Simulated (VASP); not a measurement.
# LiTlS2 (P-4m2) in VASP: a series of runs

LiTlS2 is run at these levels: PBE, r2SCAN; tasks: single point.

Everything below comes from runs of VASP 6.6.1. Logs are shortened: lines on timing, memory, paths and dates and some standing lists are left out, and cuts for length are marked.

**1. The cell of the first run**

The structure is tetragonal, space group P-4m2 (No. 115). The conventional cell has a = 4.067 Å, b = 4.067 Å, c = 5.719 Å, α = 90.00°, β = 90.00°, γ = 90.00°. Within 3.2 Å of Li (site symmetry -4m2) lie 4 S at 2.42 Å. S (site symmetry 2mm) has 2 Li at 2.42 Å and 2 Tl at 2.55 Å within 3.2 Å. Tl (site symmetry -4m2) has 4 S at 2.55 Å within 3.4 Å.

**2. Single point, PBE**

Input file INCAR:

```
SYSTEM = LiTlS2
ALGO     = Normal         ! electronic algorithm
EDIFF    = 1E-6           ! SCF threshold, eV
ENCUT    = 520            ! plane-wave cutoff, eV
GGA      = PE             ! functional
ISIF     = 2              ! what is computed and relaxed
ISMEAR   = 0              ! smearing method
LASPH    = .TRUE.         ! aspherical terms in the spheres
LCHARG   = .FALSE.        ! write CHGCAR
LREAL    = .FALSE.        ! projectors in reciprocal space
LWAVE    = .FALSE.        ! write WAVECAR
NBANDS   = 22             ! bands
NELM     = 100            ! most SCF steps
PREC     = Accurate       ! precision mode
SIGMA    = 0.01           ! smearing width, eV
```

Input file KPOINTS:

```
k-points
0
G
  6 6 4
  0 0 0
```

Input file POSCAR:

```
LiTlS2
1.0
    4.0667718546      0.0000000000      0.0000000000
    0.0000000000      4.0667718546      0.0000000000
    0.0000000000      0.0000000000      5.7187778110
Li S Tl
1 2 1
Direct
    0.0000000000      0.0000000000      0.0000000000
    0.0000000000      0.5000000000      0.2309016903
    0.5000000000      0.0000000000      0.7690983097
    0.5000000000      0.5000000000      0.5000000000
```

Potentials or basis: VASP PAW PBE potentials, release 64 (Li_sv, S, Tl_d).

The run is started by

```console
> cat potpaw_PBE.64/Li_sv/POTCAR potpaw_PBE.64/S/POTCAR potpaw_PBE.64/Tl_d/POTCAR > POTCAR
> mpirun -np 1 vasp_std > vasp.out
```

OUTCAR:

```text
SYSTEM = LiTlS2
   EDIFF = 1E-6
   ENCUT = 520
   GGA = PE
   ISIF = 2
   ISMEAR = 0
   LASPH = .TRUE.
   LREAL = .FALSE.
   NELM = 100
   PREC = Accurate

 ion  position               nearest neighbor table
   1  0.000  0.000  0.000-   2 2.42   3 2.42   2 2.42   3 2.42
   2  0.000  0.500  0.231-   1 2.42   1 2.42   4 2.55   4 2.55
   3  0.500  0.000  0.769-   1 2.42   1 2.42   4 2.55   4 2.55
   4  0.500  0.500  0.500-   2 2.55   3 2.55   3 2.55   2 2.55

  LATTYP: Found a simple tetragonal cell.
 ALAT       =     4.0667718546
 C/A-ratio  =     1.4062204656

  Lattice vectors:

 A1 = (   4.0667718546,   0.0000000000,   0.0000000000)
 A2 = (   0.0000000000,   4.0667718546,   0.0000000000)
 A3 = (   0.0000000000,   0.0000000000,   5.7187778110)

Analysis of symmetry for initial positions (statically):
=====================================================================
 Subroutine PRICEL returns:
 Original cell was already a primitive cell.

 Routine SETGRP: Setting up the symmetry group for a
 simple tetragonal supercell.

 Subroutine GETGRP returns: Found  8 space group operations
 (whereof  8 operations were pure point group operations)
 out of a pool of 16 trial point group operations.

The static configuration has the point symmetry D_2d.

Analysis of symmetry for dynamics (positions and initial velocities):
=====================================================================
 Subroutine PRICEL returns:
 Original cell was already a primitive cell.

 Routine SETGRP: Setting up the symmetry group for a
 simple tetragonal supercell.

 Subroutine GETGRP returns: Found  8 space group operations
 (whereof  8 operations were pure point group operations)
 out of a pool of 16 trial point group operations.

The dynamic configuration has the point symmetry D_2d.

 Subroutine INISYM returns: Found  8 space group operations
 (whereof  8 operations are pure point group operations),
 and found     1 'primitive' translations

----------------------------------------------------------------------------------------

                                     Primitive cell

  volume of cell :      94.5808

  direct lattice vectors                    reciprocal lattice vectors
     4.066771855  0.000000000  0.000000000     0.245895279  0.000000000  0.000000000
     0.000000000  4.066771855  0.000000000     0.000000000  0.245895279  0.000000000
     0.000000000  0.000000000  5.718777811     0.000000000  0.000000000  0.174862538

  length of vectors
     4.066771855  4.066771855  5.718777811     0.245895279  0.245895279  0.174862538

  position of ions in fractional coordinates (direct lattice)
     0.000000000  0.000000000  0.000000000
     0.000000000  0.500000000  0.230901690
     0.500000000  0.000000000  0.769098310
     0.500000000  0.500000000  0.500000000

  ion indices of the primitive-cell ions
   primitive index   ion index
                 1           1
                 2           2
                 3           3
                 4           4

----------------------------------------------------------------------------------------

 KPOINTS: k-points

Automatic generation of k-mesh.
 Grid dimensions read from file:
 generate k-points for:    6    6    4

 Generating k-lattice:

  Cartesian coordinates                     Fractional coordinates (reciprocal lattice)
     0.040982547  0.000000000  0.000000000     0.166666667  0.000000000  0.000000000
     0.000000000  0.040982547  0.000000000     0.000000000  0.166666667  0.000000000
     0.000000000  0.000000000  0.043715634     0.000000000  0.000000000  0.250000000

  Length of vectors
     0.040982547  0.040982547  0.043715634

  Shift w.r.t. Gamma in fractional coordinates (k-lattice)
     0.000000000  0.000000000  0.000000000

 Subroutine IBZKPT returns following result:
 ===========================================

 Found     30 irreducible k-points:

 Following reciprocal coordinates:
            Coordinates               Weight
  0.000000  0.000000  0.000000      1.000000
  0.166667  0.000000  0.000000      4.000000
  0.333333  0.000000  0.000000      4.000000
  0.500000  0.000000  0.000000      2.000000
  0.166667  0.166667  0.000000      4.000000
  0.333333  0.166667  0.000000      8.000000
[... 16 lines left out ...]
  0.333333  0.000000  0.500000      4.000000
  0.500000  0.000000  0.500000      2.000000
 [... further k-points ...]
   k-points           NKPTS =     30   k-points in BZ     NKDIM =     30   number of bands    NBANDS=     22
   number of dos      NEDOS =    301   number of ions     NIONS =      4
   total plane-waves  NPLWV =  43200
   dimension x,y,z NGX =    30 NGY =   30 NGZ =   48
   dimension x,y,z NGXF=    60 NGYF=   60 NGZF=   96
   ions per type =               1   2   1
   NGX,Y,Z   is equivalent  to a cutoff of  12.26, 12.26, 13.95 a.u.
   NGXF,Y,Z  is equivalent  to a cutoff of  24.53, 24.53, 27.91 a.u.
 SYSTEM =  LiTlS2
   PREC   = accura    normal or accurate (medium, high low for compatibility)
   ISTART =      0    job   : 0-new  1-cont  2-samecut
   ICHARG =      2    charge: 1-file 2-atom 10-const
   ISPIN  =      1    spin polarized calculation?
   LNONCOLLINEAR =      F non collinear calculations
   LSORBIT =      F    spin-orbit coupling
   LASPH  =      T    aspherical Exc in radial PAW
   ENCUT  =  520.0 eV  38.22 Ry    6.18 a.u.   7.56  7.56 10.63*2*pi/ulx,y,z
   NELM   =    100;   NELMIN=  2; NELMDL= -5     # of ELM steps
   EDIFF  = 0.1E-05   stopping-criterion for ELM
   LREAL  =      F    real-space projection
   EDIFFG = 0.1E-04   stopping-criterion for IOM
   NSW    =      0    number of steps for IOM
   IBRION =     -1    ionic relax: 0-MD 1-quasi-New 2-CG
   NFREE  =      0    steps in history (QN), initial steepest desc. (CG)
   ISIF   =      2    stress and relaxation
   ISYM   =      2    0-nonsym 1-usesym 2-fastsym
   POTIM  = 0.5000    time-step for ionic-motion
   TEBEG  =    0.0;   TEEND  =   0.0 temperature during run
   PSTRESS=    0.0 pullay stress
   NELECT =      28.0000    total number of electrons
   NUPDOWN=      -1.0000    fix difference up-down
   EMIN   =  10.00;   EMAX   =-10.00  energy-range for DOS
   EFERMI =   0.00;   METHOD = LEGACY
   ISMEAR =     0;   SIGMA  =   0.01  broadening in eV -4-tet -1-fermi 0-gaus
   EFERMI_NEDOS =   21; number of points for ismear=-14 and -15
   IALGO  =     38    algorithm
   IMIX   =      4    mixing-type and parameters
     AMIX     =   0.40;   BMIX     =  1.00
     AMIX_MAG =   1.60;   BMIX_MAG =  1.00
  volume/ion in A,a.u.               =      23.65       159.57
  Fermi-wavevector in a.u.,A,eV,Ry     =   1.091088  2.061858 16.197377  1.190474
  Thomas-Fermi vector in A             =   2.227326
   LORBIT       =      0    0 simple, 1 ext, 2 COOP (PROOUT), +10 PAW based schemes
   GGA     = PE    functional components
   LHFCALC =     F    Hartree Fock is set to
   AEXX    =    0.0000 exact exchange contribution
   IVDW    =     0    specifies the selected vdW correction
   LEPSILON=     F    determine dielectric tensor
   LRPA    =     F    only Hartree local field effects (RPA)
 non-spin polarized calculation
 Gauss-broadening in eV      SIGMA  =   0.01
  energy-cutoff  :      520.00
  volume of cell :       94.58
 maximum number of plane-waves:      2573
   NGX = 15   NGY = 15   NGZ = 21

 number of electron      27.9999990 magnetization

 Free energy of the ion-electron system (eV)
  ---------------------------------------------------
  ext. energy  EPLUGINS =         0.00000000
  ---------------------------------------------------
  free energy    TOTEN  =       -14.87686435 eV

  energy without entropy =      -14.87686435  energy(sigma->0) =      -14.87686435

 E-fermi :   2.3961     XC(G=0):  -8.6065

 val. band max:        2.2623525204   @ k =   0.0000   0.0000   0.0000
 cond. band min:       3.1942813139   @ k =   0.0000   0.0000   0.0000
 fundamental gap:      0.9319287936
 Fermi energy:         2.3961488463

 k-point     1 :       0.0000    0.0000    0.0000
  band No.  band energies     occupation
      1     -41.7113      2.00000
      2      -9.9215      2.00000
      3      -9.6386      2.00000
      4      -8.3116      2.00000
      5      -8.3116      2.00000
      6      -8.1777      2.00000
[... 14 lines left out ...]
     21      12.0953      0.00000
     22      13.5670      0.00000

 k-point     2 :       0.1667    0.0000    0.0000
  band No.  band energies     occupation
      1     -41.7113      2.00000
      2      -9.8703      2.00000
      3      -9.6410      2.00000
      4      -8.3090      2.00000
      5      -8.2585      2.00000
      6      -8.1476      2.00000
[... 14 lines left out ...]
     21      11.9059      0.00000
     22      12.5539      0.00000

 k-point     3 :       0.3333    0.0000    0.0000
  band No.  band energies     occupation
      1     -41.7112      2.00000
      2      -9.7734      2.00000
      3      -9.6559      2.00000
      4      -8.3036      2.00000
      5      -8.1912      2.00000
      6      -8.0692      2.00000
[... 14 lines left out ...]
     21      11.3398      0.00000
     22      11.3828      0.00000

 k-point     4 :       0.5000    0.0000    0.0000
  band No.  band energies     occupation
      1     -41.7111      2.00000
      2      -9.7228      2.00000
      3      -9.6730      2.00000
      4      -8.3008      2.00000
      5      -8.1760      2.00000
      6      -8.0832      2.00000
[... 14 lines left out ...]
     21      10.8891      0.00000
     22      11.3434      0.00000

 k-point     5 :       0.1667    0.1667    0.0000
  band No.  band energies     occupation
      1     -41.7113      2.00000
      2      -9.8258      2.00000
      3      -9.6408      2.00000
      4      -8.3083      2.00000
      5      -8.2034      2.00000
      6      -8.1047      2.00000
[... 417 lines left out ...]
 k-point    22 :       0.1667    0.0000    0.5000
  band No.  band energies     occupation
      1     -41.7113      2.00000
      2      -9.7786      2.00000
      3      -9.6617      2.00000
      4      -8.3122      2.00000
      5      -8.2303      2.00000
      6      -8.1464      2.00000
[... 14 lines left out ...]
     21      10.3608      0.00000
     22      11.1959      0.00000

 k-point    23 :       0.3333    0.0000    0.5000
  band No.  band energies     occupation
      1     -41.7111      2.00000
      2      -9.7493      2.00000
      3      -9.6526      2.00000
      4      -8.3063      2.00000
      5      -8.1624      2.00000
      6      -8.0688      2.00000
[... 14 lines left out ...]
     21      10.5475      0.00000
     22      11.0647      0.00000

 k-point    24 :       0.5000    0.0000    0.5000
  band No.  band energies     occupation
      1     -41.7111      2.00000
      2      -9.7373      2.00000
      3      -9.6523      2.00000
      4      -8.3032      2.00000
      5      -8.1532      2.00000
      6      -8.0828      2.00000
[... 14 lines left out ...]
     21      10.7387      0.00000
     22      11.1487      0.00000

 [... further k-points ...]

------------------------ aborting loop because EDIFF is reached ----------------------------------------

  FORCE on cell =-STRESS in cart. coord.  units (eV):
  Direction    XX          YY          ZZ          XY          YZ          ZX
  --------------------------------------------------------------------------------------
  -------------------------------------------------------------------------------------
  Total        0.7412614      0.7412614      0.7786522      0.0000000      0.0000000     -0.0000000
  in kB       12.5568051     12.5568051     13.1901963      0.0000000      0.0000000     -0.0000000
  external PRESSURE =      12.7679355 kB  Pullay stress =       0.0000000 kB

 VOLUME and BASIS-vectors are now :
 -----------------------------------------------------------------------------
  energy-cutoff  :      520.00
  volume of cell :       94.58
      direct lattice vectors                 reciprocal lattice vectors
     4.066771855  0.000000000  0.000000000     0.245895279  0.000000000  0.000000000
     0.000000000  4.066771855  0.000000000     0.000000000  0.245895279  0.000000000
     0.000000000  0.000000000  5.718777811     0.000000000  0.000000000  0.174862538

 POSITION                                       TOTAL-FORCE (eV/Angst)
 -----------------------------------------------------------------------------------
      0.00000      0.00000      0.00000        -0.000000     -0.000000      0.000000
      0.00000      2.03339      1.32048         0.000000     -0.000000     -0.162763
      2.03339      0.00000      4.39830        -0.000000     -0.000000      0.162763
      2.03339      2.03339      2.85939        -0.000000      0.000000      0.000000
 -----------------------------------------------------------------------------------
    total drift:                                0.000000      0.000000      0.000000

  FREE ENERGIE OF THE ION-ELECTRON SYSTEM (eV)
  ---------------------------------------------------
  free  energy   TOTEN  =       -14.8768643466 eV

  energy  without entropy=      -14.8768643466  energy(sigma->0) =      -14.87686435
```

It took 57 s on 1 thread of Intel Xeon Platinum 8259CL at 2.50GHz (Skylake/Cascade Lake), shared host; peak memory 0.23 GiB.

What came out:

```yaml
Free_energy: -14.8769 eV
Largest_force: 0.163 eV/Å
Band_gap_on_the_k_mesh: 0.93 eV
```

Forces in eV/Å, atoms in the order of the input:
```
Li   0.000  0.000  0.000
S    0.000  0.000 -0.163
S    0.000  0.000  0.163
Tl   0.000  0.000  0.000
```

Caveat: the cutoff is under 1.25 times the usual one of these potentials, so pressure, stress and relaxed cells hold a basis-set (Pulay) error; spin-orbit coupling is left out, which moves the levels of the heavy elements. A k mesh can miss the band edges.

**3. Single point, PBE**

Input file INCAR:

```
PREC = Accurate
ENCUT = 520
EDIFF = 1E-7
ISMEAR = 0
SIGMA = 0.01
LREAL = False
LASPH = True
NELM = 100
ALGO = Normal
ISIF = 2
LWAVE = False
LCHARG = True
GGA = PE
LELF = True
LVHAR = True
NBANDS = 22
```

Input file KPOINTS:

```
Automatic mesh
0
Gamma
  6 6 4
```

POSCAR is that of step 2.

Potentials or basis: VASP PAW PBE potentials, release 64 (Li_sv, S, Tl_d).

The run is started by

```console
> cat potpaw_PBE.64/Li_sv/POTCAR potpaw_PBE.64/S/POTCAR potpaw_PBE.64/Tl_d/POTCAR > POTCAR
> mpirun -np 1 vasp_std > vasp.out
```

Wall time 70 s (1 thread of Intel Xeon Platinum 8259CL at 2.50GHz (Skylake/Cascade Lake), shared host); peak memory 0.22 GiB.

It converged, with:

```
Free energy            : -14.8769 eV
Largest force          : 0.163 eV/Å
Band gap on the k mesh : 0.93 eV
```

Forces in eV/Å, atoms in the order of the input:
```
Li   0.000  0.000  0.000
S    0.000  0.000 -0.163
S    0.000  0.000  0.163
Tl   0.000  0.000  0.000
```

Levels at points of the mesh, in eV from the valence-band top:
| k point | band 12 | band 13 | band 14 | band 15 | band 16 | band 17 |
| --- | --- | --- | --- | --- | --- | --- |
| (0.00, 0.00, 0.00) | -0.20 | 0.00 | 0.00 | 0.93 | 3.73 | 5.89 |
| (0.50, 0.00, 0.00) | -1.58 | -0.94 | -0.45 | 2.63 | 5.93 | 5.94 |
| (0.50, 0.50, 0.00) | -1.70 | -1.70 | -1.11 | 2.18 | 3.74 | 3.74 |
| (0.00, 0.00, 0.50) | -1.20 | -0.65 | -0.65 | 2.44 | 3.96 | 5.54 |
| (0.50, 0.00, 0.50) | -0.80 | -0.55 | -0.45 | 1.35 | 5.49 | 6.33 |
| (0.50, 0.50, 0.50) | -2.03 | -1.62 | -1.45 | 3.50 | 5.58 | 5.58 |

Caveat: the cutoff is under 1.25 times the usual one of these potentials, so pressure, stress and relaxed cells hold a basis-set (Pulay) error; spin-orbit coupling is left out, which moves the levels of the heavy elements.

(Part 1 of 2 ends here.)
